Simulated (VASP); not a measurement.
# MgIn2N2 (R-3m) in VASP: single point with PBE

Aim: the single point of MgIn2N2 with PBE.

Everything below comes from runs of VASP 6.6.1. Logs are shortened: lines on timing, memory, paths and dates and some standing lists are left out, and cuts for length are marked.

## Step 1: The cell of the first run

It takes space group R-3m (No. 166, trigonal). Conventional cell: a = 3.340 Å, b = 3.340 Å, c = 23.317 Å, α = 90.00°, β = 90.00°, γ = 120.00°. In (site symmetry 3m) has 3 N at 2.25 Å and 1 In at 2.84 Å within 3.0 Å. Mg (site symmetry -3m) has 6 N at 2.33 Å and 6 In at 3.13 Å within 3.2 Å. Within 3.0 Å of N (site symmetry 3m) lie 3 In at 2.25 Å and 3 Mg at 2.33 Å.

## Step 2: Single point, PBE

File INCAR:

```
  ALGO = Normal
  EDIFF = 1E-6
  ENCUT = 520
  GGA = PE
  ISIF = 2
  ISMEAR = -1
  LASPH = True
  LCHARG = False
  LREAL = False
  LWAVE = False
  NBANDS = 27
  NELM = 100
  PREC = Accurate
  SIGMA = 0.05
```

File KPOINTS:

```
k-points
0
Gamma
  9 9 9
```

File POSCAR:

```
MgIn2N2
1.0
    1.6701479908      0.9642603921      7.7724938132
   -1.6701479908      0.9642603921      7.7724938132
    0.0000000000     -1.9285207842      7.7724938132
In Mg N
2 1 2
Direct
    0.5609933300      0.5609933300      0.5609933300
    0.4390066700      0.4390066700      0.4390066700
    0.0000000000      0.0000000000      0.0000000000
    0.7227233300      0.7227233300      0.7227233300
    0.2772766700      0.2772766700      0.2772766700
```

Potentials or basis: VASP PAW PBE potentials, release 64 (In_d, Mg, N).

Run with:

```bash
$ cat potpaw_PBE.64/In_d/POTCAR potpaw_PBE.64/Mg/POTCAR potpaw_PBE.64/N/POTCAR > POTCAR
$ mpirun -np 1 vasp_std > vasp.out
```

OUTCAR:

```text
EDIFF = 1E-6
   ENCUT = 520
   GGA = PE
   ISIF = 2
   ISMEAR = -1
   LASPH = True
   LREAL = False
   NELM = 100
   PREC = Accurate

 ion  position               nearest neighbor table
   1  0.561  0.561  0.561-   5 2.25   5 2.25   5 2.25   2 2.84   3 3.13   3 3.13   3 3.13
   2  0.439  0.439  0.439-   4 2.25   4 2.25   4 2.25   1 2.84   3 3.13   3 3.13   3 3.13
   3  0.000  0.000  0.000-   4 2.33   4 2.33   5 2.33   5 2.33   4 2.33   5 2.33   2 3.13   1 3.13
                             2 3.13   1 3.13   2 3.13   1 3.13
   4  0.723  0.723  0.723-   2 2.25   2 2.25   2 2.25   3 2.33   3 2.33   3 2.33
   5  0.277  0.277  0.277-   1 2.25   1 2.25   1 2.25   3 2.33   3 2.33   3 2.33

  LATTYP: Found a trigonal (rhomboedric) cell.
 ALAT       =     8.0081741047
 COS(alpha) =     0.9130092864

  Lattice vectors:

 A1 = (   1.6701479908,   0.9642603921,   7.7724938132)
 A2 = (  -1.6701479908,   0.9642603921,   7.7724938132)
 A3 = (   0.0000000000,  -1.9285207842,   7.7724938132)

Analysis of symmetry for initial positions (statically):
=====================================================================
 Subroutine PRICEL returns:
 Original cell was already a primitive cell.

 Routine SETGRP: Setting up the symmetry group for a
 trigonal (rhombohedral) supercell.

 Subroutine GETGRP returns: Found 12 space group operations
 (whereof 12 operations were pure point group operations)
 out of a pool of 12 trial point group operations.

The static configuration has the point symmetry D_3d.

Analysis of symmetry for dynamics (positions and initial velocities):
=====================================================================
 Subroutine PRICEL returns:
 Original cell was already a primitive cell.

 Routine SETGRP: Setting up the symmetry group for a
 trigonal (rhombohedral) supercell.

 Subroutine GETGRP returns: Found 12 space group operations
 (whereof 12 operations were pure point group operations)
 out of a pool of 12 trial point group operations.

The dynamic configuration has the point symmetry D_3d.

 Subroutine INISYM returns: Found 12 space group operations
 (whereof 12 operations are pure point group operations),
 and found     1 'primitive' translations

----------------------------------------------------------------------------------------

                                     Primitive cell

  volume of cell :      75.1036

  direct lattice vectors                    reciprocal lattice vectors
     1.670147991  0.964260392  7.772493813     0.299374668  0.172844045  0.042886278
    -1.670147991  0.964260392  7.772493813    -0.299374668  0.172844045  0.042886278
     0.000000000 -1.928520784  7.772493813     0.000000000 -0.345688090  0.042886278

  length of vectors
     8.008174105  8.008174105  8.008174105     0.348338181  0.348338181  0.348338181

  position of ions in fractional coordinates (direct lattice)
     0.560993330  0.560993330  0.560993330
     0.439006670  0.439006670  0.439006670
     0.000000000  0.000000000  0.000000000
     0.722723330  0.722723330  0.722723330
     0.277276670  0.277276670  0.277276670

  ion indices of the primitive-cell ions
   primitive index   ion index
                 1           1
                 2           2
                 3           3
                 4           4
                 5           5

----------------------------------------------------------------------------------------

 KPOINTS: k-points

Automatic generation of k-mesh.
 Grid dimensions read from file:
 generate k-points for:    9    9    9

 Generating k-lattice:

  Cartesian coordinates                     Fractional coordinates (reciprocal lattice)
     0.033263852  0.019204894  0.004765142     0.111111111 -0.000000000  0.000000000
    -0.033263852  0.019204894  0.004765142    -0.000000000  0.111111111  0.000000000
     0.000000000 -0.038409788  0.004765142     0.000000000  0.000000000  0.111111111

  Length of vectors
     0.038704242  0.038704242  0.038704242

  Shift w.r.t. Gamma in fractional coordinates (k-lattice)
     0.000000000  0.000000000  0.000000000

 Subroutine IBZKPT returns following result:
 ===========================================

 Found     85 irreducible k-points:

 Following reciprocal coordinates:
            Coordinates               Weight
  0.000000  0.000000  0.000000      1.000000
  0.111111  0.000000  0.000000      6.000000
  0.222222  0.000000 -0.000000      6.000000
  0.333333  0.000000  0.000000      6.000000
  0.444444  0.000000 -0.000000      6.000000
  0.111111  0.111111  0.000000      6.000000
[... 16 lines left out ...]
 -0.333333  0.333333  0.000000      6.000000
  0.444444  0.444444 -0.000000      6.000000
 [... further k-points ...]
   k-points           NKPTS =     85   k-points in BZ     NKDIM =     85   number of bands    NBANDS=     27
   number of dos      NEDOS =    301   number of ions     NIONS =      5
   total plane-waves  NPLWV = 216000
   dimension x,y,z NGX =    60 NGY =   60 NGZ =   60
   dimension x,y,z NGXF=   120 NGYF=  120 NGZF=  120
   ions per type =               2   1   2
   NGX,Y,Z   is equivalent  to a cutoff of  12.46, 12.46, 12.46 a.u.
   NGXF,Y,Z  is equivalent  to a cutoff of  24.91, 24.91, 24.91 a.u.
 SYSTEM =  unknown system
   PREC   = accura    normal or accurate (medium, high low for compatibility)
   ISTART =      0    job   : 0-new  1-cont  2-samecut
   ICHARG =      2    charge: 1-file 2-atom 10-const
   ISPIN  =      1    spin polarized calculation?
   LNONCOLLINEAR =      F non collinear calculations
   LSORBIT =      F    spin-orbit coupling
   LASPH  =      T    aspherical Exc in radial PAW
   ENCUT  =  520.0 eV  38.22 Ry    6.18 a.u.  14.89 14.89 14.89*2*pi/ulx,y,z
   NELM   =    100;   NELMIN=  2; NELMDL= -5     # of ELM steps
   EDIFF  = 0.1E-05   stopping-criterion for ELM
   LREAL  =      F    real-space projection
   EDIFFG = 0.1E-04   stopping-criterion for IOM
   NSW    =      0    number of steps for IOM
   IBRION =     -1    ionic relax: 0-MD 1-quasi-New 2-CG
   NFREE  =      0    steps in history (QN), initial steepest desc. (CG)
   ISIF   =      2    stress and relaxation
   ISYM   =      2    0-nonsym 1-usesym 2-fastsym
   POTIM  = 0.5000    time-step for ionic-motion
   TEBEG  =    0.0;   TEEND  =   0.0 temperature during run
   PSTRESS=    0.0 pullay stress
   NELECT =      38.0000    total number of electrons
   NUPDOWN=      -1.0000    fix difference up-down
   EMIN   =  10.00;   EMAX   =-10.00  energy-range for DOS
   EFERMI =   0.00;   METHOD = LEGACY
   ISMEAR =    -1;   SIGMA  =   0.05  broadening in eV -4-tet -1-fermi 0-gaus
   EFERMI_NEDOS =   21; number of points for ismear=-14 and -15
   IALGO  =     38    algorithm
   IMIX   =      4    mixing-type and parameters
     AMIX     =   0.40;   BMIX     =  1.00
     AMIX_MAG =   1.60;   BMIX_MAG =  1.00
  volume/ion in A,a.u.               =      15.02       101.36
  Fermi-wavevector in a.u.,A,eV,Ry     =   1.304515  2.465176 23.153840  1.701759
  Thomas-Fermi vector in A             =   2.435446
   LORBIT       =      0    0 simple, 1 ext, 2 COOP (PROOUT), +10 PAW based schemes
   GGA     = PE    functional components
   LHFCALC =     F    Hartree Fock is set to
   AEXX    =    0.0000 exact exchange contribution
   IVDW    =     0    specifies the selected vdW correction
   LEPSILON=     F    determine dielectric tensor
   LRPA    =     F    only Hartree local field effects (RPA)
 non-spin polarized calculation
  energy-cutoff  :      520.00
  volume of cell :       75.10
 maximum number of plane-waves:      2042
   NGX = 29   NGY = 29   NGZ = 29

 number of electron      37.9999995 magnetization

 Free energy of the ion-electron system (eV)
  ---------------------------------------------------
  ext. energy  EPLUGINS =         0.00000000
  ---------------------------------------------------
  free energy    TOTEN  =       -24.12690800 eV

  energy without entropy =      -24.12664108  energy(sigma->0) =      -24.12677454

 E-fermi :   6.7933     XC(G=0): -10.7764

 val. band max:        6.5933969478   @ k =  -0.4444   0.4444   0.4444
 cond. band min:       6.8990224936   @ k =   0.4444   0.4444   0.4444
 fundamental gap:      0.3056255458
 Fermi energy:         6.7933048657

 k-point     1 :       0.0000    0.0000    0.0000
  band No.  band energies     occupation
      1      -7.9899      2.00000
      2      -7.5933      2.00000
      3      -7.4220      2.00000
      4      -7.2702      2.00000
      5      -7.2702      2.00000
      6      -7.2499      2.00000
[... 19 lines left out ...]
     26      17.0602      0.00000
     27      17.0602      0.00000

 k-point     2 :       0.1111    0.0000    0.0000
  band No.  band energies     occupation
      1      -8.0206      2.00000
      2      -7.7114      2.00000
      3      -7.4364      2.00000
      4      -7.2331      2.00000
      5      -7.2194      2.00000
      6      -7.2043      2.00000
[... 19 lines left out ...]
     26      15.9070      0.00000
     27      17.2560      0.00000

 k-point     3 :       0.2222    0.0000   -0.0000
  band No.  band energies     occupation
      1      -8.1034      2.00000
      2      -7.9086      2.00000
      3      -7.4088      2.00000
      4      -7.2207      2.00000
      5      -7.1795      2.00000
      6      -7.1458      2.00000
[... 19 lines left out ...]
     26      15.4468      0.00000
     27      15.7178      0.00000

 k-point     4 :       0.3333    0.0000    0.0000
  band No.  band energies     occupation
      1      -8.1887      2.00000
      2      -8.0815      2.00000
      3      -7.3696      2.00000
      4      -7.2774      2.00000
      5      -7.1853      2.00000
      6      -7.1621      2.00000
[... 19 lines left out ...]
     26      14.9605      0.00000
     27      15.7130      0.00000

 k-point     5 :       0.4444    0.0000   -0.0000
  band No.  band energies     occupation
      1      -8.2274      2.00000
      2      -8.1925      2.00000
      3      -7.3519      2.00000
      4      -7.3173      2.00000
      5      -7.1972      2.00000
      6      -7.1693      2.00000
[... 19 lines left out ...]
     26      15.1522      0.00000
     27      15.7134      0.00000

 k-point     6 :       0.1111    0.1111    0.0000
  band No.  band energies     occupation
      1      -8.0195      2.00000
      2      -7.7152      2.00000
      3      -7.4301      2.00000
      4      -7.2332      2.00000
      5      -7.2193      2.00000
      6      -7.2001      2.00000
[... 444 lines left out ...]
      1      -8.2155      2.00000
      2      -8.1326      2.00000
      3      -7.3352      2.00000
      4      -7.2785      2.00000
      5      -7.2092      2.00000
      6      -7.1703      2.00000
[... 19 lines left out ...]
     26      14.6452      0.00000
     27      15.6492      0.00000

 k-point    22 :      -0.4444    0.3333    0.0000
  band No.  band energies     occupation
      1      -8.2063      2.00000
      2      -8.1612      2.00000
      3      -7.3078      2.00000
      4      -7.2556      2.00000
      5      -7.2450      2.00000
      6      -7.1396      2.00000
[... 19 lines left out ...]
     26      14.6258      0.00000
     27      15.1271      0.00000

 k-point    23 :      -0.3333    0.3333    0.0000
  band No.  band energies     occupation
      1      -8.1827      2.00000
      2      -8.1826      2.00000
      3      -7.2910      2.00000
      4      -7.2616      2.00000
      5      -7.2561      2.00000
      6      -7.0799      2.00000
[... 19 lines left out ...]
     26      14.7651      0.00000
     27      15.1633      0.00000

 k-point    24 :       0.4444    0.4444   -0.0000
  band No.  band energies     occupation
      1      -8.2451      2.00000
      2      -8.1731      2.00000
      3      -7.3369      2.00000
      4      -7.3142      2.00000
      5      -7.1992      2.00000
      6      -7.1801      2.00000
[... 19 lines left out ...]
     26      14.9973      0.00000
     27      16.3015      0.00000

 [... further k-points ...]

------------------------ aborting loop because EDIFF is reached ----------------------------------------

  FORCE on cell =-STRESS in cart. coord.  units (eV):
  Direction    XX          YY          ZZ          XY          YZ          ZX
  --------------------------------------------------------------------------------------
  -------------------------------------------------------------------------------------
  Total       -0.1625415     -0.1625415     -0.1775676      0.0000000      0.0000000      0.0000000
  in kB       -3.4674805     -3.4674805     -3.7880298      0.0000000      0.0000000      0.0000000
  external PRESSURE =      -3.5743303 kB  Pullay stress =       0.0000000 kB

 VOLUME and BASIS-vectors are now :
 -----------------------------------------------------------------------------
  energy-cutoff  :      520.00
  volume of cell :       75.10
      direct lattice vectors                 reciprocal lattice vectors
     1.670147991  0.964260392  7.772493813     0.299374668  0.172844045  0.042886278
    -1.670147991  0.964260392  7.772493813    -0.299374668  0.172844045  0.042886278
     0.000000000 -1.928520784  7.772493813     0.000000000 -0.345688090  0.042886278

 POSITION                                       TOTAL-FORCE (eV/Angst)
 -----------------------------------------------------------------------------------
      0.00000      0.00000     13.08095         0.000000     -0.000000     -0.014943
      0.00000      0.00000     10.23653         0.000000     -0.000000      0.014943
      0.00000      0.00000      0.00000         0.000000     -0.000000     -0.000000
      0.00000      0.00000     16.85209         0.000000     -0.000000      0.006172
      0.00000      0.00000      6.46539         0.000000      0.000000     -0.006172
 -----------------------------------------------------------------------------------
    total drift:                                0.000000      0.000000     -0.000000

  FREE ENERGIE OF THE ION-ELECTRON SYSTEM (eV)
  ---------------------------------------------------
  free  energy   TOTEN  =       -24.1269080049 eV

  energy  without entropy=      -24.1266410757  energy(sigma->0) =      -24.12677454
```

It took 18 min on 1 thread of Intel Xeon 8259CL, shared host; peak memory 0.55 GiB.

What came out:

- Free energy: -24.1269 eV
- Pressure: -0.4 GPa
- Largest force: 0.015 eV/Å
- Band gap on the k mesh: 0.31 eV (least direct gap 0.60 eV)

Forces in eV/Å, atoms in the order of the input:
```
In   0.000  0.000 -0.015
In   0.000  0.000  0.015
Mg   0.000  0.000  0.000
N    0.000  0.000  0.006
N    0.000  0.000 -0.006
```

Levels at points of the mesh, in eV from the valence-band top:
```csv
k point,band 17,band 18,band 19,band 20,band 21,band 22
"(0.00, 0.00, 0.00)",-0.66,-0.38,-0.38,1.96,2.90,5.51
```

Caveat: spin-orbit coupling is left out, which moves the levels of the heavy elements; an odd mesh through Γ misses points on the zone boundary, where band edges can lie.
